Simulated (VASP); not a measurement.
# Ga4SbAs3 (P-43m) in VASP: density of states with PBE

Aim: the density of states of Ga4SbAs3 with PBE.

Program: VASP 6.6.1. These are calculated values, not measurements. Logs are shortened: lines on timing, memory, paths and dates and some standing lists are left out, and cuts for length are marked.

**1. The cell of the first run**

It takes space group P-43m (No. 215, cubic). The conventional cell has a = 5.868 Å, b = 5.868 Å, c = 5.868 Å, α = 90.00°, β = 90.00°, γ = 90.00°. Within 3.3 Å of Ga (site symmetry 3m) lie 3 As at 2.51 Å and 1 Sb at 2.62 Å. Sb (site symmetry -43m) has 4 Ga at 2.62 Å within 3.5 Å. As (site symmetry -42m) has 4 Ga at 2.51 Å within 3.3 Å.

**2. Density of states, PBE**

POSCAR

```
Ga4SbAs3
1.0
    5.8676538726      0.0000000000      0.0000000000
    0.0000000000      5.8676538726      0.0000000000
    0.0000000000      0.0000000000      5.8676538726
Ga Sb As
4 1 3
Direct
    0.7417918726      0.7417918726      0.2582081274
    0.7417918726      0.2582081274      0.7417918726
    0.2582081274      0.7417918726      0.7417918726
    0.2582081274      0.2582081274      0.2582081274
    0.0000000000      0.0000000000      0.0000000000
    0.0000000000      0.5000000000      0.5000000000
    0.5000000000      0.0000000000      0.5000000000
    0.5000000000      0.5000000000      0.0000000000
```

INCAR.step1

```
SYSTEM = Ga4SbAs3
  PREC = Accurate
  ENCUT = 520
  EDIFF = 1E-7
  ISMEAR = 0
  SIGMA = 0.1
  LREAL = .FALSE.
  LASPH = .TRUE.
  NELM = 60
  ALGO = Normal
  ISIF = 2
  LWAVE = .FALSE.
  LCHARG = .TRUE.
  GGA = PE
  NBANDS = 46
```

KPOINTS.step1

```
Automatic mesh
0
G
  6 6 6
  0 0 0
```

INCAR.step2

```
SYSTEM = Ga4SbAs3
  PREC = Accurate
  ENCUT = 520
  EDIFF = 1E-7
  ISMEAR = -5
  SIGMA = 0.1
  LREAL = .FALSE.
  LASPH = .TRUE.
  NELM = 60
  ALGO = Normal
  ISIF = 2
  LWAVE = .FALSE.
  LCHARG = .FALSE.
  GGA = PE
  LORBIT = 11
  NEDOS = 1001
  ICHARG = 11
```

KPOINTS.step2

```
Automatic mesh
0
G
  9 9 9
  0 0 0
```

Potentials or basis: VASP PAW PBE potentials, release 64 (Ga_d, Sb, As).

On the command line:

```console
$ cat potpaw_PBE.64/Ga_d/POTCAR potpaw_PBE.64/Sb/POTCAR potpaw_PBE.64/As/POTCAR > POTCAR
$ cp INCAR.step1 INCAR
$ cp KPOINTS.step1 KPOINTS
$ mpirun -np 1 vasp_std > vasp.out
$ cp INCAR.step2 INCAR
$ cp KPOINTS.step2 KPOINTS
$ mpirun -np 1 vasp_std > vasp.out
```

OUTCAR:

```text
SYSTEM = Ga4SbAs3
   PREC = Accurate
   ENCUT = 520
   EDIFF = 1E-7
   ISMEAR = -5
   LREAL = .FALSE.
   LASPH = .TRUE.
   NELM = 60
   ISIF = 2
   GGA = PE
   LORBIT = 11
   ICHARG = 11

 ion  position               nearest neighbor table
   1  0.742  0.742  0.258-   6 2.51   7 2.51   8 2.51   5 2.62
   2  0.742  0.258  0.742-   6 2.51   7 2.51   8 2.51   5 2.62
   3  0.258  0.742  0.742-   6 2.51   7 2.51   8 2.51   5 2.62
   4  0.258  0.258  0.258-   6 2.51   7 2.51   8 2.51   5 2.62
   5  0.000  0.000  0.000-   1 2.62   2 2.62   3 2.62   4 2.62
   6  0.000  0.500  0.500-   1 2.51   2 2.51   3 2.51   4 2.51
   7  0.500  0.000  0.500-   1 2.51   2 2.51   3 2.51   4 2.51
   8  0.500  0.500  0.000-   1 2.51   2 2.51   3 2.51   4 2.51

  LATTYP: Found a simple cubic cell.
 ALAT       =     5.8676538726

  Lattice vectors:

 A1 = (   5.8676538726,   0.0000000000,   0.0000000000)
 A2 = (   0.0000000000,   5.8676538726,   0.0000000000)
 A3 = (   0.0000000000,   0.0000000000,   5.8676538726)

Analysis of symmetry for initial positions (statically):
=====================================================================
 Subroutine PRICEL returns:
 Original cell was already a primitive cell.

 Routine SETGRP: Setting up the symmetry group for a
 simple cubic supercell.

 Subroutine GETGRP returns: Found 24 space group operations
 (whereof 24 operations were pure point group operations)
 out of a pool of 48 trial point group operations.

The static configuration has the point symmetry T_d .

Analysis of symmetry for dynamics (positions and initial velocities):
=====================================================================
 Subroutine PRICEL returns:
 Original cell was already a primitive cell.

 Routine SETGRP: Setting up the symmetry group for a
 simple cubic supercell.

 Subroutine GETGRP returns: Found 24 space group operations
 (whereof 24 operations were pure point group operations)
 out of a pool of 48 trial point group operations.

The dynamic configuration has the point symmetry T_d .

 Subroutine INISYM returns: Found 24 space group operations
 (whereof 24 operations are pure point group operations),
 and found     1 'primitive' translations

----------------------------------------------------------------------------------------

                                     Primitive cell

  volume of cell :     202.0196

  direct lattice vectors                    reciprocal lattice vectors
     5.867653873  0.000000000  0.000000000     0.170425867  0.000000000  0.000000000
     0.000000000  5.867653873  0.000000000     0.000000000  0.170425867  0.000000000
     0.000000000  0.000000000  5.867653873     0.000000000  0.000000000  0.170425867

  length of vectors
     5.867653873  5.867653873  5.867653873     0.170425867  0.170425867  0.170425867

  position of ions in fractional coordinates (direct lattice)
     0.741791873  0.741791873  0.258208127
     0.741791873  0.258208127  0.741791873
     0.258208127  0.741791873  0.741791873
     0.258208127  0.258208127  0.258208127
     0.000000000  0.000000000  0.000000000
     0.000000000  0.500000000  0.500000000
     0.500000000  0.000000000  0.500000000
     0.500000000  0.500000000  0.000000000

  ion indices of the primitive-cell ions
   primitive index   ion index
                 1           1
                 2           2
                 3           3
                 4           4
                 5           5
                 6           6
                 7           7
                 8           8

----------------------------------------------------------------------------------------

 KPOINTS: Automatic mesh

Automatic generation of k-mesh.
 Grid dimensions read from file:
 generate k-points for:    9    9    9

 Generating k-lattice:

  Cartesian coordinates                     Fractional coordinates (reciprocal lattice)
     0.018936207  0.000000000  0.000000000     0.111111111  0.000000000  0.000000000
     0.000000000  0.018936207  0.000000000     0.000000000  0.111111111  0.000000000
     0.000000000  0.000000000  0.018936207     0.000000000  0.000000000  0.111111111

  Length of vectors
     0.018936207  0.018936207  0.018936207

  Shift w.r.t. Gamma in fractional coordinates (k-lattice)
     0.000000000  0.000000000  0.000000000

 TETIRR: Found    353 inequivalent tetrahedra from     4374

 Subroutine IBZKPT returns following result:
 ===========================================

 Found     35 irreducible k-points:

 Following reciprocal coordinates:
            Coordinates               Weight
  0.000000  0.000000  0.000000      1.000000
  0.111111  0.000000  0.000000      6.000000
  0.222222  0.000000  0.000000      6.000000
  0.333333  0.000000  0.000000      6.000000
  0.444444  0.000000  0.000000      6.000000
  0.111111  0.111111  0.000000     12.000000
[... 16 lines left out ...]
  0.333333  0.333333  0.111111     24.000000
  0.444444  0.333333  0.111111     48.000000
 [... further k-points ...]
   k-points           NKPTS =     35   k-points in BZ     NKDIM =     35   number of bands    NBANDS=     43
   number of dos      NEDOS =   1001   number of ions     NIONS =      8
   total plane-waves  NPLWV = 110592
   dimension x,y,z NGX =    48 NGY =   48 NGZ =   48
   dimension x,y,z NGXF=    96 NGYF=   96 NGZF=   96
   ions per type =               4   1   3
   NGX,Y,Z   is equivalent  to a cutoff of  13.60, 13.60, 13.60 a.u.
   NGXF,Y,Z  is equivalent  to a cutoff of  27.20, 27.20, 27.20 a.u.
 SYSTEM =  Ga4SbAs3
   PREC   = accura    normal or accurate (medium, high low for compatibility)
   ISTART =      0    job   : 0-new  1-cont  2-samecut
   ICHARG =     11    charge: 1-file 2-atom 10-const
   ISPIN  =      1    spin polarized calculation?
   LNONCOLLINEAR =      F non collinear calculations
   LSORBIT =      F    spin-orbit coupling
   LASPH  =      T    aspherical Exc in radial PAW
   ENCUT  =  520.0 eV  38.22 Ry    6.18 a.u.  10.91 10.91 10.91*2*pi/ulx,y,z
   NELM   =     60;   NELMIN=  2; NELMDL=  0     # of ELM steps
   EDIFF  = 0.1E-06   stopping-criterion for ELM
   LREAL  =      F    real-space projection
   EDIFFG = 0.1E-05   stopping-criterion for IOM
   NSW    =      0    number of steps for IOM
   IBRION =     -1    ionic relax: 0-MD 1-quasi-New 2-CG
   NFREE  =      0    steps in history (QN), initial steepest desc. (CG)
   ISIF   =      2    stress and relaxation
   ISYM   =      2    0-nonsym 1-usesym 2-fastsym
   POTIM  = 0.5000    time-step for ionic-motion
   TEBEG  =    0.0;   TEEND  =   0.0 temperature during run
   PSTRESS=    0.0 pullay stress
   NELECT =      72.0000    total number of electrons
   NUPDOWN=      -1.0000    fix difference up-down
   EMIN   =  10.00;   EMAX   =-10.00  energy-range for DOS
   EFERMI =   0.00;   METHOD = LEGACY
   ISMEAR =    -5;   SIGMA  =   0.10  broadening in eV -4-tet -1-fermi 0-gaus
   EFERMI_NEDOS =   21; number of points for ismear=-14 and -15
   IALGO  =     38    algorithm
   IMIX   =      4    mixing-type and parameters
     AMIX     =   0.40;   BMIX     =  1.00
     AMIX_MAG =   1.60;   BMIX_MAG =  1.00
  volume/ion in A,a.u.               =      25.25       170.41
  Fermi-wavevector in a.u.,A,eV,Ry     =   1.160703  2.193411 18.330203  1.347232
  Thomas-Fermi vector in A             =   2.297283
   LORBIT       =     11    0 simple, 1 ext, 2 COOP (PROOUT), +10 PAW based schemes
   GGA     = PE    functional components
   LHFCALC =     F    Hartree Fock is set to
   AEXX    =    0.0000 exact exchange contribution
   IVDW    =     0    specifies the selected vdW correction
   LEPSILON=     F    determine dielectric tensor
   LRPA    =     F    only Hartree local field effects (RPA)
 non-spin polarized calculation
 Fermi weights with tetrahedron method with Bloechl corrections
  energy-cutoff  :      520.00
  volume of cell :      202.02
 maximum number of plane-waves:      5466
 NGX is ok and might be reduce to    48

 number of electron      71.9999990 magnetization

 Free energy of the ion-electron system (eV)
  ---------------------------------------------------
  ext. energy  EPLUGINS =         0.00000000
  ---------------------------------------------------
  free energy    TOTEN  =       -32.00106329 eV

  energy without entropy =      -32.00106329  energy(sigma->0) =      -32.00106329

 E-fermi :   3.8023     XC(G=0):  -9.2408

 val. band max:        3.8008804866   @ k =   0.0000   0.0000   0.0000
 cond. band min:       3.8008804867   @ k =   0.0000   0.0000   0.0000
 fundamental gap:      0.0000000001
 Fermi energy:         3.8023173528

 k-point     1 :       0.0000    0.0000    0.0000
  band No.  band energies     occupation
      1     -11.1136      2.00000
      2     -11.1136      2.00000
      3     -11.1014      2.00000
      4     -11.0343      2.00000
      5     -11.0343      2.00000
      6     -11.0343      2.00000
[... 35 lines left out ...]
     42       5.3039      0.00000
     43       5.3425      0.00000

 k-point     2 :       0.1111    0.0000    0.0000
  band No.  band energies     occupation
      1     -11.1128      2.00000
      2     -11.1120      2.00000
      3     -11.1001      2.00000
      4     -11.0368      2.00000
      5     -11.0334      2.00000
      6     -11.0334      2.00000
[... 35 lines left out ...]
     42       5.5069      0.00000
     43       5.6246      0.00000

 k-point     3 :       0.2222    0.0000    0.0000
  band No.  band energies     occupation
      1     -11.1105      2.00000
      2     -11.1076      2.00000
      3     -11.0964      2.00000
      4     -11.0438      2.00000
      5     -11.0306      2.00000
      6     -11.0306      2.00000
[... 35 lines left out ...]
     42       6.0650      0.00000
     43       6.2698      0.00000

 k-point     4 :       0.3333    0.0000    0.0000
  band No.  band energies     occupation
      1     -11.1077      2.00000
      2     -11.1016      2.00000
      3     -11.0908      2.00000
      4     -11.0535      2.00000
      5     -11.0266      2.00000
      6     -11.0266      2.00000
[... 863 lines left out ...]
     42       7.3752      0.00000
     43       7.9315      0.00000

 k-point    23 :       0.3333    0.3333    0.1111
  band No.  band energies     occupation
      1     -11.0991      2.00000
      2     -11.0952      2.00000
      3     -11.0861      2.00000
      4     -11.0604      2.00000
      5     -11.0260      2.00000
      6     -11.0245      2.00000
[... 35 lines left out ...]
     42       7.6614      0.00000
     43       8.0662      0.00000

 k-point    24 :       0.4444    0.3333    0.1111
  band No.  band energies     occupation
      1     -11.0970      2.00000
      2     -11.0919      2.00000
      3     -11.0850      2.00000
      4     -11.0641      2.00000
      5     -11.0238      2.00000
      6     -11.0232      2.00000
[... 35 lines left out ...]
     42       7.7478      0.00000
     43       7.9079      0.00000

 [... further k-points ...]

------------------------ aborting loop because EDIFF is reached ----------------------------------------

  FORCE on cell =-STRESS in cart. coord.  units (eV):
  Direction    XX          YY          ZZ          XY          YZ          ZX
  --------------------------------------------------------------------------------------
  -------------------------------------------------------------------------------------
  Total       -0.0547037     -0.0547037     -0.0547037     -0.0000000     -0.0000000      0.0000000
  in kB       -0.4338445     -0.4338445     -0.4338445     -0.0000000     -0.0000000      0.0000000
  external PRESSURE =      -0.4338445 kB  Pullay stress =       0.0000000 kB

 VOLUME and BASIS-vectors are now :
 -----------------------------------------------------------------------------
  energy-cutoff  :      520.00
  volume of cell :      202.02
      direct lattice vectors                 reciprocal lattice vectors
     5.867653873  0.000000000  0.000000000     0.170425867  0.000000000  0.000000000
     0.000000000  5.867653873  0.000000000     0.000000000  0.170425867  0.000000000
     0.000000000  0.000000000  5.867653873     0.000000000  0.000000000  0.170425867

 POSITION                                       TOTAL-FORCE (eV/Angst)
 -----------------------------------------------------------------------------------
      4.35258      4.35258      1.51508         0.004543      0.004543     -0.004543
      4.35258      1.51508      4.35258         0.004543     -0.004543      0.004543
      1.51508      4.35258      4.35258        -0.004543      0.004543      0.004543
      1.51508      1.51508      1.51508        -0.004543     -0.004543     -0.004543
      0.00000      0.00000      0.00000         0.000000     -0.000000     -0.000000
      0.00000      2.93383      2.93383        -0.000000     -0.000000     -0.000000
      2.93383      0.00000      2.93383        -0.000000      0.000000      0.000000
      2.93383      2.93383      0.00000         0.000000      0.000000      0.000000
 -----------------------------------------------------------------------------------
    total drift:                                0.000000      0.000000     -0.000000

  FREE ENERGIE OF THE ION-ELECTRON SYSTEM (eV)
  ---------------------------------------------------
  free  energy   TOTEN  =       -32.0010632901 eV

  energy  without entropy=      -32.0010632901  energy(sigma->0) =      -32.00106329

 total charge

# of ion       s       p       d       tot
------------------------------------------
    1        0.892   0.741   9.977  11.610
    2        0.892   0.741   9.977  11.610
    3        0.892   0.741   9.977  11.610
    4        0.892   0.741   9.977  11.610
    5        1.126   1.375   0.027   2.528
    6        1.219   1.535   0.027   2.780
    7        1.219   1.535   0.027   2.780
    8        1.219   1.535   0.027   2.780
--------------------------------------------------
tot          8.351   8.945  40.015  57.311
```

Wall time 6 min (1 thread of Intel Xeon Platinum 8488C (Sapphire Rapids), shared host); peak memory 0.47 GiB.

Results:

```
Valence electrons inside the program's atomic spheres : Ga 11.61; Sb 2.53; As 2.78
```

Caveat: spin-orbit coupling is left out, which moves the levels of the heavy elements; tetrahedron occupations give inexact forces and stress in metals.
